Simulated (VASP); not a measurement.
Here is a VASP 6.6.1 calculation.

File INCAR:

```
SYSTEM = ZnSe
PREC = Accurate
ENCUT = 520
EDIFF = 1E-8
ISMEAR = -1
SIGMA = 0.03
LREAL = .FALSE.
LASPH = .TRUE.
NELM = 100
ALGO = Normal
ISIF = 2
LWAVE = .FALSE.
LCHARG = .FALSE.
LEFG = .TRUE.
NBANDS = 16
```

File KPOINTS:

```
Automatic mesh
0
G
  8 8 8
  0 0 0
```

The input POSCAR:

```
ZnSe
1.0
    0.0000000000      2.7771240000      2.8338000000
    2.7771240000      0.0000000000      2.8338000000
    2.7771240000      2.7771240000      0.0000000000
Zn Se
1 1
Direct
    0.0000000000      0.0000000000      0.0000000000
    0.7500000000      0.7500000000      0.7500000000
```

Potentials or basis: VASP PAW LDA potentials, release 64 (Zn, Se).

Command:

```console
$ cat potpaw_LDA.64/Zn/POTCAR potpaw_LDA.64/Se/POTCAR > POTCAR
$ mpirun -np 1 vasp_std > vasp.out
```

(1) What does it give for the band gap on the k mesh?

(2) Predict the pressure.

Answers

(1) 1.21 eV, direct.

(2) -0.6 GPa.

Caveat: the cell differs from its parent crystal (equal xx and yy strain of -2 %); without QUAD_EFG the Cq values of the log hold for a quadrupole moment of 1 mb, not for the nuclei.
